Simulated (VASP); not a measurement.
# Sn (Fddd) in VASP: single point with r2SCAN

Aim: the single point of Sn with r2SCAN.

Everything below comes from runs of VASP 6.6.1. Logs are shortened: lines on timing, memory, paths and dates and some standing lists are left out, and cuts for length are marked.

## (1) The cell of the first run

Symmetry: Fddd, No. 70, orthorhombic system. The conventional cell has a = 6.426 Å, b = 6.491 Å, c = 6.556 Å, α = 90.00°, β = 90.00°, γ = 90.00°. Within 3.7 Å of Sn (site symmetry 222) lie 4 Sn at 2.81 Å.

## (2) Single point, r2SCAN (strain +0.0100 x Voigt [1, -1, 0, 0, 0, 0])

Input file POSCAR:

```
Sn
1.0
    0.0000000000      3.2131440000      3.2456000000
    3.2780560000      0.0000000000      3.2456000000
    3.2780560000      3.2131440000      0.0000000000
Sn
2
Direct
    0.5000000000      0.5000000000      0.5000000000
    0.7500000000      0.7500000000      0.7500000000
```

Input file INCAR.step1:

```
PREC = Accurate
ENCUT = 520
ISMEAR = 0
SIGMA = 0.1
LREAL = False
LASPH = True
NELM = 60
NBANDS = 21
GGA = PE
ALGO = Normal
EDIFF = 1E-4
LWAVE = True
LCHARG = False
```

Input file INCAR.step2:

```
PREC = Accurate
ENCUT = 520
EDIFF = 1E-6
ISMEAR = 0
SIGMA = 0.1
LREAL = False
LASPH = True
NELM = 60
ALGO = Normal
ISIF = 2
LWAVE = False
LCHARG = False
METAGGA = R2SCAN
LMIXTAU = True
NBANDS = 21
ISTART = 1
```

Input file KPOINTS:

```
regular mesh
0
Gamma
  12 12 12
```

Potentials or basis: VASP PAW PBE potentials, release 64 (Sn_d).

Launch:

```bash
$ cat potpaw_PBE.64/Sn_d/POTCAR > POTCAR
$ cp INCAR.step1 INCAR
$ mpirun -np 1 vasp_std > vasp.out
$ cp INCAR.step2 INCAR
$ mpirun -np 1 vasp_std > vasp.out
```

OUTCAR:

```text
PREC = Accurate
   ENCUT = 520
   EDIFF = 1E-6
   ISMEAR = 0
   LREAL = False
   LASPH = True
   NELM = 60
   ISIF = 2
   METAGGA = R2SCAN
   ISTART = 1

 ion  position               nearest neighbor table
   1  0.500  0.500  0.500-   2 2.81   2 2.81   2 2.81   2 2.81
   2  0.750  0.750  0.750-   1 2.81   1 2.81   1 2.81   1 2.81

  LATTYP: Found a face centered orthorhombic cell.
 ALAT       =     6.4262880000
 B/A-ratio  =     1.0101010101
 C/A-ratio  =     1.0202020202

  Lattice vectors:

 A1 = (  -3.2780560000,   0.0000000000,  -3.2456000000)
 A2 = (  -3.2780560000,   3.2131440000,   0.0000000000)
 A3 = (   0.0000000000,   3.2131440000,  -3.2456000000)

Analysis of symmetry for initial positions (statically):
=====================================================================
 Subroutine PRICEL returns:
 Original cell was already a primitive cell.

 Routine SETGRP: Setting up the symmetry group for a
 face centered orthorhombic supercell.

 Subroutine GETGRP returns: Found  8 space group operations
 (whereof  4 operations were pure point group operations)
 out of a pool of  8 trial point group operations.

The static configuration has the point symmetry D_2 .
 The point group associated with its full space group is D_2h.

Analysis of symmetry for dynamics (positions and initial velocities):
=====================================================================
 Subroutine PRICEL returns:
 Original cell was already a primitive cell.

 Routine SETGRP: Setting up the symmetry group for a
 face centered orthorhombic supercell.

 Subroutine GETGRP returns: Found  8 space group operations
 (whereof  4 operations were pure point group operations)
 out of a pool of  8 trial point group operations.

The dynamic configuration has the point symmetry D_2 .
 The point group associated with its full space group is D_2h.

 Subroutine INISYM returns: Found  8 space group operations
 (whereof  4 operations are pure point group operations),
 and found     1 'primitive' translations

----------------------------------------------------------------------------------------

                                     Primitive cell

  volume of cell :      68.3709

  direct lattice vectors                    reciprocal lattice vectors
     0.000000000  3.213144000  3.245600000    -0.152529426  0.155610829  0.154054720
     3.278056000  0.000000000  3.245600000     0.152529426 -0.155610829  0.154054720
     3.278056000  3.213144000  0.000000000     0.152529426  0.155610829 -0.154054720

  length of vectors
     4.567079343  4.612978485  4.590201031     0.266857289  0.266857289  0.266857289

  position of ions in fractional coordinates (direct lattice)
     0.500000000  0.500000000  0.500000000
     0.750000000  0.750000000  0.750000000

  ion indices of the primitive-cell ions
   primitive index   ion index
                 1           1
                 2           2

----------------------------------------------------------------------------------------

 KPOINTS: regular mesh

Automatic generation of k-mesh.
 Grid dimensions read from file:
 generate k-points for:   12   12   12

 Generating k-lattice:

  Cartesian coordinates                     Fractional coordinates (reciprocal lattice)
    -0.012710785  0.012967569  0.012837893     0.083333333 -0.000000000 -0.000000000
     0.012710785 -0.012967569  0.012837893     0.000000000  0.083333333  0.000000000
     0.012710785  0.012967569 -0.012837893    -0.000000000  0.000000000  0.083333333

  Length of vectors
     0.022238107  0.022238107  0.022238107

  Shift w.r.t. Gamma in fractional coordinates (k-lattice)
     0.000000000  0.000000000  0.000000000

 Subroutine IBZKPT returns following result:
 ===========================================

 Found    280 irreducible k-points:

 Following reciprocal coordinates:
            Coordinates               Weight
  0.000000  0.000000  0.000000      1.000000
  0.083333  0.000000  0.000000      8.000000
  0.166667 -0.000000  0.000000      8.000000
  0.250000 -0.000000 -0.000000      8.000000
  0.333333  0.000000  0.000000      8.000000
  0.416667  0.000000  0.000000      8.000000
[... 16 lines left out ...]
  0.500000  0.166667  0.000000      8.000000
 -0.416667  0.166667 -0.000000      8.000000
 [... further k-points ...]
   k-points           NKPTS =    280   k-points in BZ     NKDIM =    280   number of bands    NBANDS=     21
   number of dos      NEDOS =    301   number of ions     NIONS =      2
   total plane-waves  NPLWV =  46656
   dimension x,y,z NGX =    36 NGY =   36 NGZ =   36
   dimension x,y,z NGXF=    72 NGYF=   72 NGZF=   72
   ions per type =               2
   NGX,Y,Z   is equivalent  to a cutoff of  13.10, 12.97, 13.04 a.u.
   NGXF,Y,Z  is equivalent  to a cutoff of  26.21, 25.95, 26.08 a.u.
 SYSTEM =  unknown system
   PREC   = accura    normal or accurate (medium, high low for compatibility)
   ISTART =      1    job   : 0-new  1-cont  2-samecut
   ICHARG =      0    charge: 1-file 2-atom 10-const
   ISPIN  =      1    spin polarized calculation?
   LNONCOLLINEAR =      F non collinear calculations
   LSORBIT =      F    spin-orbit coupling
   LASPH  =      T    aspherical Exc in radial PAW
   ENCUT  =  520.0 eV  38.22 Ry    6.18 a.u.   8.49  8.58  8.53*2*pi/ulx,y,z
   NELM   =     60;   NELMIN=  2; NELMDL=  0     # of ELM steps
   EDIFF  = 0.1E-05   stopping-criterion for ELM
   LREAL  =      F    real-space projection
   EDIFFG = 0.1E-04   stopping-criterion for IOM
   NSW    =      0    number of steps for IOM
   IBRION =     -1    ionic relax: 0-MD 1-quasi-New 2-CG
   NFREE  =      0    steps in history (QN), initial steepest desc. (CG)
   ISIF   =      2    stress and relaxation
   ISYM   =      2    0-nonsym 1-usesym 2-fastsym
   POTIM  = 0.5000    time-step for ionic-motion
   TEBEG  =    0.0;   TEEND  =   0.0 temperature during run
   PSTRESS=    0.0 pullay stress
   NELECT =      28.0000    total number of electrons
   NUPDOWN=      -1.0000    fix difference up-down
   EMIN   =  10.00;   EMAX   =-10.00  energy-range for DOS
   EFERMI =   0.00;   METHOD = LEGACY
   ISMEAR =     0;   SIGMA  =   0.10  broadening in eV -4-tet -1-fermi 0-gaus
   EFERMI_NEDOS =   21; number of points for ismear=-14 and -15
   IALGO  =     38    algorithm
   IMIX   =      4    mixing-type and parameters
     AMIX     =   0.40;   BMIX     =  1.00
     AMIX_MAG =   1.60;   BMIX_MAG =  1.00
  volume/ion in A,a.u.               =      34.19       230.69
  Fermi-wavevector in a.u.,A,eV,Ry     =   1.215730  2.297396 20.109390  1.477998
  Thomas-Fermi vector in A             =   2.351107
   LORBIT       =      0    0 simple, 1 ext, 2 COOP (PROOUT), +10 PAW based schemes
   METAGGA = R2SCAN    functional components
   LHFCALC =     F    Hartree Fock is set to
   AEXX    =    0.0000 exact exchange contribution
   IVDW    =     0    specifies the selected vdW correction
   LEPSILON=     F    determine dielectric tensor
   LRPA    =     F    only Hartree local field effects (RPA)
 non-spin polarized calculation
 Gauss-broadening in eV      SIGMA  =   0.10
  energy-cutoff  :      520.00
  volume of cell :       68.37
 maximum number of plane-waves:      1863
 NGX is ok and might be reduce to    36
   NGX = 17   NGY = 17   NGZ = 17

 number of electron      27.9999998 magnetization

 Free energy of the ion-electron system (eV)
  ---------------------------------------------------
  ext. energy  EPLUGINS =         0.00000000
  ---------------------------------------------------
  free energy    TOTEN  =       -49.48164975 eV

  energy without entropy =      -49.48143859  energy(sigma->0) =      -49.48154417

 E-fermi :   5.6071     XC(G=0):  -9.5895

 val. band max:        5.5790956377   @ k =   0.0000   0.0000   0.0000
 cond. band min:       5.6479271456   @ k =   0.0000   0.0000   0.0000
 fundamental gap:      0.0688315079
 Fermi energy:         5.6071488084

 k-point     1 :       0.0000    0.0000    0.0000
  band No.  band energies     occupation
      1     -16.8342      2.00000
      2     -16.8297      2.00000
      3     -16.8254      2.00000
      4     -16.7647      2.00000
      5     -16.7617      2.00000
      6     -16.4460      2.00000
[... 13 lines left out ...]
     20      13.6862      0.00000
     21      13.9669      0.00000

 k-point     2 :       0.0833    0.0000    0.0000
  band No.  band energies     occupation
      1     -16.8387      2.00000
      2     -16.8338      2.00000
      3     -16.8269      2.00000
      4     -16.7563      2.00000
      5     -16.7538      2.00000
      6     -16.4535      2.00000
[... 13 lines left out ...]
     20      13.1423      0.00000
     21      13.3525      0.00000

 k-point     3 :       0.1667   -0.0000    0.0000
  band No.  band energies     occupation
      1     -16.8497      2.00000
      2     -16.8443      2.00000
      3     -16.8231      2.00000
      4     -16.7389      2.00000
      5     -16.7370      2.00000
      6     -16.4681      2.00000
[... 13 lines left out ...]
     20      12.7185      0.00000
     21      12.8641      0.00000

 k-point     4 :       0.2500   -0.0000   -0.0000
  band No.  band energies     occupation
      1     -16.8600      2.00000
      2     -16.8538      2.00000
      3     -16.8166      2.00000
      4     -16.7214      2.00000
      5     -16.7200      2.00000
      6     -16.4821      2.00000
[... 13 lines left out ...]
     20      12.7388      0.00000
     21      12.8028      0.00000

 k-point     5 :       0.3333    0.0000    0.0000
  band No.  band energies     occupation
      1     -16.8671      2.00000
      2     -16.8600      2.00000
      3     -16.8096      2.00000
      4     -16.7083      2.00000
      5     -16.7074      2.00000
      6     -16.4916      2.00000
[... 13 lines left out ...]
     20      13.2362      0.00000
     21      13.2607      0.00000
[... 382 lines left out ...]
     20      13.6720      0.00000
     21      14.2871      0.00000

 k-point    22 :       0.4167    0.1667    0.0000
  band No.  band energies     occupation
      1     -16.8866      2.00000
      2     -16.8679      2.00000
      3     -16.7911      2.00000
      4     -16.6924      2.00000
      5     -16.6627      2.00000
      6     -16.5622      2.00000
[... 13 lines left out ...]
     20      14.3075      0.00000
     21      14.9173      0.00000

 k-point    23 :       0.5000    0.1667    0.0000
  band No.  band energies     occupation
      1     -16.8930      2.00000
      2     -16.8733      2.00000
      3     -16.7749      2.00000
      4     -16.6790      2.00000
      5     -16.6670      2.00000
      6     -16.5528      2.00000
[... 13 lines left out ...]
     20      14.6932      0.00000
     21      14.9916      0.00000

 k-point    24 :      -0.4167    0.1667   -0.0000
  band No.  band energies     occupation
      1     -16.8936      2.00000
      2     -16.8765      2.00000
      3     -16.7671      2.00000
      4     -16.6807      2.00000
      5     -16.6689      2.00000
      6     -16.5354      2.00000
[... 13 lines left out ...]
     20      13.8050      0.00000
     21      14.0890      0.00000

 [... further k-points ...]

------------------------ aborting loop because EDIFF is reached ----------------------------------------

  FORCE on cell =-STRESS in cart. coord.  units (eV):
  Direction    XX          YY          ZZ          XY          YZ          ZX
  --------------------------------------------------------------------------------------
  -------------------------------------------------------------------------------------
  Total        0.5140080      0.8222833      0.6759529      0.0000000      0.0000000      0.0000000
  in kB       12.0450578     19.2690583     15.8400103      0.0000000      0.0000000      0.0000000
  external PRESSURE =      15.7180421 kB  Pullay stress =       0.0000000 kB

 VOLUME and BASIS-vectors are now :
 -----------------------------------------------------------------------------
  energy-cutoff  :      520.00
  volume of cell :       68.37
      direct lattice vectors                 reciprocal lattice vectors
     0.000000000  3.213144000  3.245600000    -0.152529426  0.155610829  0.154054720
     3.278056000  0.000000000  3.245600000     0.152529426 -0.155610829  0.154054720
     3.278056000  3.213144000  0.000000000     0.152529426  0.155610829 -0.154054720

 POSITION                                       TOTAL-FORCE (eV/Angst)
 -----------------------------------------------------------------------------------
      3.27806      3.21314      3.24560         0.000000     -0.000000      0.000000
      4.91708      4.81972      4.86840        -0.000000      0.000000     -0.000000
 -----------------------------------------------------------------------------------
    total drift:                                0.000000      0.000000      0.000000

  FREE ENERGIE OF THE ION-ELECTRON SYSTEM (eV)
  ---------------------------------------------------
  free  energy   TOTEN  =       -49.4816497517 eV

  energy  without entropy=      -49.4814385938  energy(sigma->0) =      -49.48154417
```

Wall time 8.8 min (1 thread of Intel Xeon 6975P-C (Granite Rapids), shared host); peak memory 0.44 GiB.

Results:

| Quantity | Value |
| --- | --- |
| Free energy | -49.4816 eV |
| Pressure | 1.6 GPa |

Caveat: the cell differs from its parent crystal (strain +0.0100 x Voigt [1, -1, 0, 0, 0, 0]); the PAW data sets were made with another functional, which shifts forces and pressure a little; spin-orbit coupling is left out, which moves the levels of the heavy elements.
